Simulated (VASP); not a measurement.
# C in VASP: further runs

Aim: see how the results for C move with the level of theory and the settings. Levels: PBE, r2SCAN. Tasks: electric field gradients.

Program: VASP 6.6.1. These are calculated values, not measurements. Logs are shortened: lines on timing, memory, paths and dates and some standing lists are left out, and cuts for length are marked.

## 1. The cell of the first run

It takes space group P6_3mc (No. 186, hexagonal). Conventional cell: a = 2.470 Å, b = 2.470 Å, c = 6.790 Å, α = 90.00°, β = 90.00°, γ = 120.00°. C (site symmetry 3m) has 3 C at 1.43 Å within 1.9 Å. Within 1.9 Å of C (site symmetry 3m) lie 3 C at 1.43 Å.

## 2. Electric field gradients, PBE

Input file INCAR:

```
  ALGO = Normal
  EDIFF = 1E-8
  ENCUT = 520
  GGA = PE
  ISIF = 2
  ISMEAR = -1
  LASPH = True
  LCHARG = False
  LEFG = True
  LREAL = False
  LWAVE = False
  NBANDS = 16
  NELM = 80
  PREC = Accurate
  SIGMA = 0.01
```

Input file KPOINTS:

```
k-points
0
Gamma
  15 15 5
```

Input file POSCAR:

```
C
1.0
    2.4700000000      0.0000000000      0.0000000000
   -1.2350000000      2.1390827473      0.0000000000
    0.0000000000      0.0000000000      6.7900000000
C
4
Direct
    0.0000000000      0.0000000000      0.0000000000
    0.0000000000      0.0000000000      0.5000000000
    0.3333333333      0.6666666667      0.0050000000
    0.6666666667      0.3333333333      0.5050000000
```

Potentials or basis: VASP PAW PBE potentials, release 64 (C).

The run is started by

```console
$ cat potpaw_PBE.64/C/POTCAR > POTCAR
$ mpirun -np 1 vasp_std > vasp.out
```

OUTCAR:

```text
EDIFF = 1E-8
   ENCUT = 520
   GGA = PE
   ISIF = 2
   ISMEAR = -1
   LASPH = True
   LREAL = False
   NELM = 80
   PREC = Accurate

 ion  position               nearest neighbor table
   1  0.000  0.000  0.000-   3 1.43   3 1.43   3 1.43
   2  0.000  0.000  0.500-   4 1.43   4 1.43   4 1.43
   3  0.333  0.667  0.005-   1 1.43   1 1.43   1 1.43
   4  0.667  0.333  0.505-   2 1.43   2 1.43   2 1.43

  LATTYP: Found a hexagonal cell.
 ALAT       =     2.4700000000
 C/A-ratio  =     2.7489878543

  Lattice vectors:

 A1 = (   2.4700000000,   0.0000000000,   0.0000000000)
 A2 = (  -1.2350000000,   2.1390827473,   0.0000000000)
 A3 = (   0.0000000000,   0.0000000000,   6.7900000000)

Analysis of symmetry for initial positions (statically):
=====================================================================
 Subroutine PRICEL returns:
 Original cell was already a primitive cell.

 Routine SETGRP: Setting up the symmetry group for a
 hexagonal supercell.

 Subroutine GETGRP returns: Found 12 space group operations
 (whereof  6 operations were pure point group operations)
 out of a pool of 24 trial point group operations.

The static configuration has the point symmetry C_3v.
 The point group associated with its full space group is C_6v.

Analysis of symmetry for dynamics (positions and initial velocities):
=====================================================================
 Subroutine PRICEL returns:
 Original cell was already a primitive cell.

 Routine SETGRP: Setting up the symmetry group for a
 hexagonal supercell.

 Subroutine GETGRP returns: Found 12 space group operations
 (whereof  6 operations were pure point group operations)
 out of a pool of 24 trial point group operations.

The dynamic configuration has the point symmetry C_3v.
 The point group associated with its full space group is C_6v.

 Subroutine INISYM returns: Found 12 space group operations
 (whereof  6 operations are pure point group operations),
 and found     1 'primitive' translations

----------------------------------------------------------------------------------------

                                     Primitive cell

  volume of cell :      35.8752

  direct lattice vectors                    reciprocal lattice vectors
     2.470000000  0.000000000  0.000000000     0.404858300  0.233745048  0.000000000
    -1.235000000  2.139082747  0.000000000     0.000000000  0.467490097  0.000000000
     0.000000000  0.000000000  6.790000000     0.000000000  0.000000000  0.147275405

  length of vectors
     2.470000000  2.470000000  6.790000000     0.467490097  0.467490097  0.147275405

  position of ions in fractional coordinates (direct lattice)
     0.000000000  0.000000000  0.000000000
     0.000000000  0.000000000  0.500000000
     0.333333333  0.666666667  0.005000000
     0.666666667  0.333333333  0.505000000

  ion indices of the primitive-cell ions
   primitive index   ion index
                 1           1
                 2           2
                 3           3
                 4           4

----------------------------------------------------------------------------------------

 KPOINTS: k-points

Automatic generation of k-mesh.
 Grid dimensions read from file:
 generate k-points for:   15   15    5

 Generating k-lattice:

  Cartesian coordinates                     Fractional coordinates (reciprocal lattice)
     0.026990553  0.015583003  0.000000000     0.066666667 -0.000000000  0.000000000
     0.000000000  0.031166006  0.000000000     0.000000000  0.066666667  0.000000000
     0.000000000  0.000000000  0.029455081     0.000000000  0.000000000  0.200000000

  Length of vectors
     0.031166006  0.031166006  0.029455081

  Shift w.r.t. Gamma in fractional coordinates (k-lattice)
     0.000000000  0.000000000  0.000000000

 Subroutine IBZKPT returns following result:
 ===========================================

 Found     81 irreducible k-points:

 Following reciprocal coordinates:
            Coordinates               Weight
  0.000000  0.000000  0.000000      1.000000
  0.066667  0.000000  0.000000      6.000000
  0.133333 -0.000000  0.000000      6.000000
  0.200000  0.000000  0.000000      6.000000
  0.266667 -0.000000  0.000000      6.000000
  0.333333  0.000000  0.000000      6.000000
[... 16 lines left out ...]
  0.333333  0.200000  0.000000     12.000000
  0.400000  0.200000  0.000000      6.000000
 [... further k-points ...]
   k-points           NKPTS =     81   k-points in BZ     NKDIM =     81   number of bands    NBANDS=     16
   number of dos      NEDOS =    301   number of ions     NIONS =      4
   total plane-waves  NPLWV =  16200
   dimension x,y,z NGX =    18 NGY =   18 NGZ =   50
   dimension x,y,z NGXF=    36 NGYF=   36 NGZF=  100
   ions per type =               4
   NGX,Y,Z   is equivalent  to a cutoff of  12.12, 12.12, 12.24 a.u.
   NGXF,Y,Z  is equivalent  to a cutoff of  24.23, 24.23, 24.48 a.u.
 SYSTEM =  unknown system
   PREC   = accura    normal or accurate (medium, high low for compatibility)
   ISTART =      0    job   : 0-new  1-cont  2-samecut
   ICHARG =      2    charge: 1-file 2-atom 10-const
   ISPIN  =      1    spin polarized calculation?
   LNONCOLLINEAR =      F non collinear calculations
   LSORBIT =      F    spin-orbit coupling
   LASPH  =      T    aspherical Exc in radial PAW
   ENCUT  =  520.0 eV  38.22 Ry    6.18 a.u.   4.59  4.59 12.62*2*pi/ulx,y,z
   NELM   =     80;   NELMIN=  2; NELMDL= -5     # of ELM steps
   EDIFF  = 0.1E-07   stopping-criterion for ELM
   LREAL  =      F    real-space projection
   EDIFFG = 0.1E-06   stopping-criterion for IOM
   NSW    =      0    number of steps for IOM
   IBRION =     -1    ionic relax: 0-MD 1-quasi-New 2-CG
   NFREE  =      0    steps in history (QN), initial steepest desc. (CG)
   ISIF   =      2    stress and relaxation
   ISYM   =      2    0-nonsym 1-usesym 2-fastsym
   POTIM  = 0.5000    time-step for ionic-motion
   TEBEG  =    0.0;   TEEND  =   0.0 temperature during run
   PSTRESS=    0.0 pullay stress
   NELECT =      16.0000    total number of electrons
   NUPDOWN=      -1.0000    fix difference up-down
   EMIN   =  10.00;   EMAX   =-10.00  energy-range for DOS
   EFERMI =   0.00;   METHOD = LEGACY
   ISMEAR =    -1;   SIGMA  =   0.01  broadening in eV -4-tet -1-fermi 0-gaus
   EFERMI_NEDOS =   21; number of points for ismear=-14 and -15
   IALGO  =     38    algorithm
   IMIX   =      4    mixing-type and parameters
     AMIX     =   0.40;   BMIX     =  1.00
     AMIX_MAG =   1.60;   BMIX_MAG =  1.00
  volume/ion in A,a.u.               =       8.97        60.52
  Fermi-wavevector in a.u.,A,eV,Ry     =   1.250787  2.363645 21.285884  1.564468
  Thomas-Fermi vector in A             =   2.384765
   LORBIT       =      0    0 simple, 1 ext, 2 COOP (PROOUT), +10 PAW based schemes
   GGA     = PE    functional components
   LHFCALC =     F    Hartree Fock is set to
   AEXX    =    0.0000 exact exchange contribution
   IVDW    =     0    specifies the selected vdW correction
   LEPSILON=     F    determine dielectric tensor
   LRPA    =     F    only Hartree local field effects (RPA)
 non-spin polarized calculation
  energy-cutoff  :      520.00
  volume of cell :       35.88
 maximum number of plane-waves:       986
   NGX =  9   NGY =  9   NGZ = 25

 number of electron      15.9999995 magnetization

 Free energy of the ion-electron system (eV)
  ---------------------------------------------------
  ext. energy  EPLUGINS =         0.00000000
  ---------------------------------------------------
  free energy    TOTEN  =       -36.83129361 eV

  energy without entropy =      -36.83108681  energy(sigma->0) =      -36.83119021

 E-fermi :   4.5318     XC(G=0): -10.2311

 val. band max:        4.5272961713   @ k =   0.3333   0.3333   0.2000
 cond. band min:       4.5436822424   @ k =   0.3333   0.3333   0.4000
 fundamental gap:      0.0163860711
 Fermi energy:         4.5318000294

 k-point     1 :       0.0000    0.0000    0.0000
  band No.  band energies     occupation
      1     -15.0514      2.00000
      2     -14.7767      2.00000
      3      -3.8859      2.00000
      4      -2.0273      2.00000
      5       1.5262      2.00000
      6       1.5262      2.00000
[... 8 lines left out ...]
     15      15.7722      0.00000
     16      16.0439      0.00000

 k-point     2 :       0.0667    0.0000    0.0000
  band No.  band energies     occupation
      1     -14.9457      2.00000
      2     -14.6728      2.00000
      3      -3.7578      2.00000
      4      -1.9074      2.00000
      5       1.0974      2.00000
      6       1.1233      2.00000
[... 8 lines left out ...]
     15      15.4079      0.00000
     16      15.6947      0.00000

 k-point     3 :       0.1333   -0.0000    0.0000
  band No.  band energies     occupation
      1     -14.6295      2.00000
      2     -14.3619      2.00000
      3      -3.3756      2.00000
      4      -1.5504      2.00000
      5      -0.0386      2.00000
      6       0.0073      2.00000
[... 8 lines left out ...]
     15      14.7129      0.00000
     16      15.2549      0.00000

 k-point     4 :       0.2000    0.0000    0.0000
  band No.  band energies     occupation
      1     -14.1049      2.00000
      2     -13.8462      2.00000
      3      -2.7453      2.00000
      4      -1.5976      2.00000
      5      -1.5247      2.00000
      6      -0.9604      2.00000
[... 8 lines left out ...]
     15      16.2936      0.00000
     16      16.3371      0.00000
[... 324 lines left out ...]
 k-point    22 :       0.2667    0.2000    0.0000
  band No.  band energies     occupation
      1     -11.2494      2.00000
      2     -11.0388      2.00000
      3      -5.6882      2.00000
      4      -5.5928      2.00000
      5      -3.7215      2.00000
      6      -3.6521      2.00000
[... 8 lines left out ...]
     15      17.1397      0.00000
     16      17.9084      0.00000

 k-point    23 :       0.3333    0.2000    0.0000
  band No.  band energies     occupation
      1     -10.0987      2.00000
      2      -9.9121      2.00000
      3      -7.1214      2.00000
      4      -6.9923      2.00000
      5      -4.1578      2.00000
      6      -4.0694      2.00000
[... 8 lines left out ...]
     15      17.0229      0.00000
     16      17.4127      0.00000

 k-point    24 :       0.4000    0.2000    0.0000
  band No.  band energies     occupation
      1      -9.1398      2.00000
      2      -9.0436      2.00000
      3      -8.1096      2.00000
      4      -8.0483      2.00000
      5      -4.2930      2.00000
      6      -4.1998      2.00000
[... 8 lines left out ...]
     15      16.5973      0.00000
     16      16.6397      0.00000

 [... further k-points ...]

------------------------ aborting loop because EDIFF is reached ----------------------------------------

  FORCE on cell =-STRESS in cart. coord.  units (eV):
  Direction    XX          YY          ZZ          XY          YZ          ZX
  --------------------------------------------------------------------------------------
  -------------------------------------------------------------------------------------
  Total       -0.3007616     -0.3007616      0.6253150      0.0000000      0.0000000      0.0000000
  in kB      -13.4319368    -13.4319368     27.9264092      0.0000000      0.0000000      0.0000000
  external PRESSURE =       0.3541785 kB  Pullay stress =       0.0000000 kB

 VOLUME and BASIS-vectors are now :
 -----------------------------------------------------------------------------
  energy-cutoff  :      520.00
  volume of cell :       35.88
      direct lattice vectors                 reciprocal lattice vectors
     2.470000000  0.000000000  0.000000000     0.404858300  0.233745048  0.000000000
    -1.235000000  2.139082747  0.000000000     0.000000000  0.467490097  0.000000000
     0.000000000  0.000000000  6.790000000     0.000000000  0.000000000  0.147275405

 POSITION                                       TOTAL-FORCE (eV/Angst)
 -----------------------------------------------------------------------------------
      0.00000      0.00000      0.00000        -0.000000      0.000000      0.567487
      0.00000      0.00000      3.39500         0.000000     -0.000000      0.567487
     -0.00000      1.42606      0.03395         0.000000      0.000000     -0.567487
      1.23500      0.71303      3.42895         0.000000      0.000000     -0.567487
 -----------------------------------------------------------------------------------
    total drift:                               -0.000000     -0.000000     -0.000002

  FREE ENERGIE OF THE ION-ELECTRON SYSTEM (eV)
  ---------------------------------------------------
  free  energy   TOTEN  =       -36.8312936142 eV

  energy  without entropy=      -36.8310868106  energy(sigma->0) =      -36.83119021

 Electric field gradients (V/A^2)
---------------------------------------------------------------------
 ion       V_xx      V_yy      V_zz      V_xy      V_xz      V_yz
---------------------------------------------------------------------
   1     -15.512   -15.513    31.025    -0.001    -0.000     0.000
   2     -15.512   -15.513    31.025    -0.001     0.000    -0.000
   3     -14.742   -14.743    29.485    -0.001    -0.000     0.000
   4     -14.742   -14.743    29.485    -0.001     0.000    -0.000
---------------------------------------------------------------------

 Electric field gradients after diagonalization (V/A^2)
 (convention: |V_zz| > |V_xx| > |V_yy|)
----------------------------------------------------------------------
 ion       V_xx      V_yy      V_zz     asymmetry (V_yy - V_xx)/ V_zz
----------------------------------------------------------------------
   1     -15.513   -15.512    31.025       0.000
   2     -15.513   -15.512    31.025       0.000
   3     -14.743   -14.742    29.485       0.000
   4     -14.743   -14.742    29.485       0.000
----------------------------------------------------------------------

           NMR quadrupolar parameters

 Cq : quadrupolar parameter    Cq=e*Q*V_zz/h
 eta: asymmetry parameters     (V_yy - V_xx)/ V_zz
 Q  : nuclear electric quadrupole moment in mb (millibarn)
----------------------------------------------------------------------
 ion       Cq(MHz)       eta       Q (mb)
----------------------------------------------------------------------
   1       0.075       0.000       1.000
   2       0.075       0.000       1.000
   3       0.071       0.000       1.000
   4       0.071       0.000       1.000
----------------------------------------------------------------------
```

Run time: 69 s. Hardware: 1 thread of AMD EPYC 7R43 (Zen 3), shared host; peak memory 0.12 GiB.

Results:

* Free energy: -36.8313 eV
* Pressure: 0.0 GPa
* Largest force: 0.567 eV/Å
* Band gap on the k mesh: zero (band 8 reaches 4.54 eV, above the bottom of band 9 at 4.52 eV)

Forces on the atoms (eV/Å):
```
C    0.000  0.000  0.567
C    0.000  0.000  0.567
C    0.000  0.000 -0.567
C    0.000  0.000 -0.567
```

Stress tensor (GPa, compression positive):
```
-1.34  0.00  0.00
 0.00 -1.34  0.00
 0.00  0.00  2.79
```

Electric field gradients, principal values (V/Å²):
| atom | least | middle | greatest (by size) |
| --- | --- | --- | --- |
| 1 C | -15.512 | -15.513 | 31.025 |
| 2 C | -15.512 | -15.513 | 31.025 |
| 3 C | -14.742 | -14.743 | 29.485 |
| 4 C | -14.742 | -14.743 | 29.485 |

Caveat: without QUAD_EFG the Cq values of the log hold for a quadrupole moment of 1 mb, not for the nuclei; this functional lacks dispersion, which binds the layers, so the pressure and a relaxed spacing across them are unreliable.

(Part 1 of 2 ends here.)
